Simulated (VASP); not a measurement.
# CdS (NiAs type) (P6_3/mmc) in VASP: relaxation of cell and atoms with PBE

Aim: the relaxation of cell and atoms of CdS (NiAs type) with PBE.

Everything below comes from runs of VASP 6.6.1. Logs are shortened: lines on timing, memory, paths and dates and some standing lists are left out, and cuts for length are marked.

**1. The cell of the first run**

Symmetry: P6_3/mmc, No. 194, hexagonal system. Conventional cell: a = 3.510 Å, b = 3.510 Å, c = 5.441 Å, α = 90.00°, β = 90.00°, γ = 120.00°. Cd (site symmetry -3m) has 6 S at 2.44 Å and 2 Cd at 2.72 Å within 3.2 Å. S (site symmetry -6m2) has 6 Cd at 2.44 Å within 3.2 Å.

**2. Relaxation of cell and atoms, PBE, target pressure 59 GPa, at which the enthalpy is minimised**

The input, INCAR:

```
PREC = Accurate
ENCUT = 600
EDIFF = 1E-6
ISMEAR = -1
SIGMA = 0.08
LREAL = F
LASPH = T
NELM = 80
ALGO = Normal
ISIF = 3
LWAVE = F
LCHARG = F
GGA = PE
IBRION = 2
NSW = 60
EDIFFG = -0.005
PSTRESS = 590.0
```

The input, KPOINTS:

```
regular mesh
0
Gamma
  11 11 6
```

The input, POSCAR:

```
CdS
1.0
    3.5103491774      0.0000000000      0.0000000000
   -1.7551745887      3.0400515637      0.0000000000
    0.0000000000      0.0000000000      5.4410412249
Cd S
2 2
Direct
    0.0000000000      0.0000000000      0.0000000000
    0.0000000000      0.0000000000      0.5000000000
    0.3333333333      0.6666666667      0.2500000000
    0.6666666667      0.3333333333      0.7500000000
```

Potentials or basis: VASP PAW PBE potentials, release 64 (Cd, S).

The run is started by

```bash
cat potpaw_PBE.64/Cd/POTCAR potpaw_PBE.64/S/POTCAR > POTCAR
mpirun -np 1 vasp_std > vasp.out
```

OUTCAR:

```text
PREC = Accurate
   ENCUT = 600
   EDIFF = 1E-6
   ISMEAR = -1
   LREAL = F
   LASPH = T
   NELM = 80
   ISIF = 3
   GGA = PE
   IBRION = 2
   NSW = 60
   EDIFFG = -0.005
   PSTRESS = 590.0

 ion  position               nearest neighbor table
   1  0.000  0.000  0.000-   3 2.44   4 2.44   3 2.44   4 2.44   4 2.44   3 2.44   2 2.72   2 2.72

   2  0.000  0.000  0.500-   3 2.44   4 2.44   3 2.44   4 2.44   4 2.44   3 2.44   1 2.72   1 2.72

   3  0.333  0.667  0.250-   1 2.44   2 2.44   1 2.44   2 2.44   1 2.44   2 2.44
   4  0.667  0.333  0.750-   1 2.44   2 2.44   1 2.44   2 2.44   1 2.44   2 2.44

  LATTYP: Found a hexagonal cell.
 ALAT       =     3.5103491774
 C/A-ratio  =     1.5500000000

  Lattice vectors:

 A1 = (   3.5103491774,   0.0000000000,   0.0000000000)
 A2 = (  -1.7551745887,   3.0400515637,   0.0000000000)
 A3 = (   0.0000000000,   0.0000000000,   5.4410412249)

Analysis of symmetry for initial positions (statically):
=====================================================================
 Subroutine PRICEL returns:
 Original cell was already a primitive cell.

 Routine SETGRP: Setting up the symmetry group for a
 hexagonal supercell.

 Subroutine GETGRP returns: Found 24 space group operations
 (whereof 12 operations were pure point group operations)
 out of a pool of 24 trial point group operations.

The static configuration has the point symmetry D_3d.
 The point group associated with its full space group is D_6h.

Analysis of symmetry for dynamics (positions and initial velocities):
=====================================================================
 Subroutine PRICEL returns:
 Original cell was already a primitive cell.

 Routine SETGRP: Setting up the symmetry group for a
 hexagonal supercell.

 Subroutine GETGRP returns: Found 24 space group operations
 (whereof 12 operations were pure point group operations)
 out of a pool of 24 trial point group operations.

The dynamic configuration has the point symmetry D_3d.
 The point group associated with its full space group is D_6h.

 Subroutine INISYM returns: Found 24 space group operations
 (whereof 12 operations are pure point group operations),
 and found     1 'primitive' translations

----------------------------------------------------------------------------------------

                                     Primitive cell

  volume of cell :      58.0648
[... 97 lines left out ...]
   IBRION =      2    ionic relax: 0-MD 1-quasi-New 2-CG
   NFREE  =      1    steps in history (QN), initial steepest desc. (CG)
   ISIF   =      3    stress and relaxation
   ISYM   =      2    0-nonsym 1-usesym 2-fastsym
   POTIM  = 0.5000    time-step for ionic-motion
   TEBEG  =    0.0;   TEEND  =   0.0 temperature during run
   PSTRESS=  590.0 pullay stress
   NELECT =      36.0000    total number of electrons
   NUPDOWN=      -1.0000    fix difference up-down
   EMIN   =  10.00;   EMAX   =-10.00  energy-range for DOS
   EFERMI =   0.00;   METHOD = LEGACY
   ISMEAR =    -1;   SIGMA  =   0.08  broadening in eV -4-tet -1-fermi 0-gaus
   EFERMI_NEDOS =   21; number of points for ismear=-14 and -15
   IALGO  =     38    algorithm
   IMIX   =      4    mixing-type and parameters
     AMIX     =   0.40;   BMIX     =  1.00
     AMIX_MAG =   1.60;   BMIX_MAG =  1.00
  volume/ion in A,a.u.               =      14.52        97.96
  Fermi-wavevector in a.u.,A,eV,Ry     =   1.395954  2.637971 26.513520  1.948689
  Thomas-Fermi vector in A             =   2.519356
   LORBIT       =      0    0 simple, 1 ext, 2 COOP (PROOUT), +10 PAW based schemes
   GGA     = PE    functional components
   LHFCALC =     F    Hartree Fock is set to
   AEXX    =    0.0000 exact exchange contribution
   IVDW    =     0    specifies the selected vdW correction
   LEPSILON=     F    determine dielectric tensor
   LRPA    =     F    only Hartree local field effects (RPA)
 conjugate gradient relaxation of ions
 non-spin polarized calculation
  energy-cutoff  :      600.00
  volume of cell :       58.06
 maximum number of plane-waves:      1957
 NGX is ok and might be reduce to    28
   NGX = 13   NGY = 13   NGZ = 21

--------------------------------------- Ionic step        1  -------------------------------------------

 number of electron      35.9999991 magnetization

 Free energy of the ion-electron system (eV)
  ---------------------------------------------------
  ext. energy  EPLUGINS =         0.00000000
  ---------------------------------------------------
  free energy    TOTEN  =        -7.54346083 eV

  energy without entropy =       -7.54344287  energy(sigma->0) =       -7.54345185

------------------------ aborting loop because EDIFF is reached ----------------------------------------

  FORCE on cell =-STRESS in cart. coord.  units (eV):
  Direction    XX          YY          ZZ          XY          YZ          ZX
  --------------------------------------------------------------------------------------
  -------------------------------------------------------------------------------------
  Total       22.6008712     22.6008712     28.1258513      0.0000000      0.0000000      0.0000000
  in kB      623.6235096    623.6235095    776.0737136      0.0000000      0.0000000      0.0000000
  external PRESSURE =      84.4402442 kB  Pullay stress =     590.0000000 kB
[... 267 lines left out ...]
--------------------------------------- Ionic step        8  -------------------------------------------

 number of electron      35.9999989 magnetization

 Free energy of the ion-electron system (eV)
  ---------------------------------------------------
  ext. energy  EPLUGINS =         0.00000000
  ---------------------------------------------------
  free energy    TOTEN  =        -8.18579948 eV

  energy without entropy =       -8.18464514  energy(sigma->0) =       -8.18522231

 E-fermi :   7.4111     XC(G=0): -12.1099

 val. band max:        7.2111196607   @ k =   0.0000   0.0000   0.0000
 cond. band min:       7.5841812516   @ k =   0.3636   0.2727   0.0000
 fundamental gap:      0.3730615909
 Fermi energy:         7.4111100254

 k-point     1 :       0.0000    0.0000    0.0000
  band No.  band energies     occupation
      1      -8.9245      2.00000
      2      -7.0573      2.00000
      3      -3.0483      2.00000
      4      -2.7166      2.00000
      5      -2.7069      2.00000
      6      -2.7069      2.00000
[... 589 lines left out ...]
     21      12.4384      0.00000
     22      13.7480      0.00000

 [... further k-points ...]

------------------------ aborting loop because EDIFF is reached ----------------------------------------

  FORCE on cell =-STRESS in cart. coord.  units (eV):
  Direction    XX          YY          ZZ          XY          YZ          ZX
  --------------------------------------------------------------------------------------
  -------------------------------------------------------------------------------------
  Total       21.7256381     21.7256381     21.7235071      0.0000000     -0.0000000      0.0000000
  in kB      590.0822669    590.0822668    590.0243886      0.0000000     -0.0000000      0.0000000
  external PRESSURE =       0.0629741 kB  Pullay stress =     590.0000000 kB
[... 23 lines left out ...]
  energy  without entropy=       -8.1846451367  energy(sigma->0) =       -8.18522231

  enthalpy is  TOTEN    =        13.5368097079 eV   P V=       21.7226091913

 reached required accuracy - stopping structural energy minimisation
```

OSZICAR:

```text
N       E                     dE             d eps       ncg     rms          rms(c)
DAV:   1     0.314515547329E+03    0.31452E+03   -0.21142E+04  2832   0.184E+03
[... 72 lines left out ...]
       N       E                     dE             d eps       ncg     rms          rms(c)
DAV:   1    -0.819042474880E+01    0.77118E-01   -0.14006E-01  3152   0.437E+00    0.555E-01
DAV:   2    -0.818645773150E+01    0.39670E-02   -0.11055E-02  3116   0.165E+00    0.298E-01
DAV:   3    -0.818590777641E+01    0.54996E-03   -0.11322E-03  3296   0.388E-01    0.215E-01
DAV:   4    -0.818580640246E+01    0.10137E-03   -0.18117E-04  2960   0.128E-01    0.338E-02
DAV:   5    -0.818579742123E+01    0.89812E-05   -0.49366E-05  3362   0.109E-01    0.193E-02
DAV:   6    -0.818579958780E+01   -0.21666E-05   -0.87162E-06  2894   0.229E-02    0.717E-03
DAV:   7    -0.818579948343E+01    0.10438E-06   -0.64444E-07  1468   0.119E-02
   8 F= 0.13536810E+02 E0= 0.13537387E+02  d E =-.850474E-04
```

CONTCAR:

```text
CdS
   1.00000000000000
     3.3560872789611920   -0.0000000000000000    0.0000000000000000
    -1.6780436394805960    2.9064568406746250    0.0000000000000000
    -0.0000000000000000   -0.0000000000000000    6.0474659915792790
  Cd              S
     2     2
Direct
     1.0000000000000000    0.0000000000000000    0.0000000000000000
     1.0000000000000000    0.0000000000000000    0.5000000000000000
     0.3333333332999970    0.6666666667000030    0.2500000000000000
     0.6666666667000030    0.3333333332999970    0.7500000000000000

  0.00000000E+00  0.00000000E+00  0.00000000E+00
  0.00000000E+00  0.00000000E+00  0.00000000E+00
  0.00000000E+00  0.00000000E+00  0.00000000E+00
  0.00000000E+00  0.00000000E+00  0.00000000E+00
```

Wall time 3.2 min (1 thread of AMD EPYC 9R45 (Zen 5), shared host); peak memory 0.23 GiB.

What came out:

| Item | Value |
| --- | --- |
| Free energy | -8.1858 eV |
| Relaxed volume | 14.75 Å³/atom |
| Relaxed cell | a = 3.356 Å, b = 3.356 Å, c = 6.047 Å, α = 90.00°, β = 90.00°, γ = 120.00° |
| Space group after relaxing (to 0.1 Å) | P6_3/mmc (No. 194) |
| Energy change on relaxing (the run minimises the enthalpy) | -160.6 meV/atom |
| Ionic steps | 8 |
| Pressure after relaxing | 59.0 GPa |
| Band gap on the k mesh | 0.37 eV (least direct gap 2.12 eV) |

Step by step:
```csv
step,energy change (eV),largest force (eV/Å),pressure (GPa),volume (Å³)
1,0.0000,0.0000,67.44,58.06
2,-2.2479,0.0000,36.80,64.65
3,-1.0015,0.0000,54.19,60.50
4,-0.8599,0.0000,56.80,59.69
5,-0.6331,0.0000,59.26,58.96
6,-0.6175,0.0000,59.40,58.92
7,-0.7241,0.0000,57.79,59.21
8,-0.6423,0.0000,59.01,58.99
```

Final structure:
```
Cd S
1.0
     3.35609    0.00000    0.00000
    -1.67804    2.90646    0.00000
     0.00000    0.00000    6.04747
Cd S
2 2
Direct
  0.00000 0.00000 0.00000
  0.00000 0.00000 0.50000
  0.33333 0.66667 0.25000
  0.66667 0.33333 0.75000
```

Caveat: the cell is relaxed towards a set pressure, so the run minimises the enthalpy, not the energy; semilocal functionals underestimate gaps, and a narrow one can read as zero. A k mesh can miss the band edges.
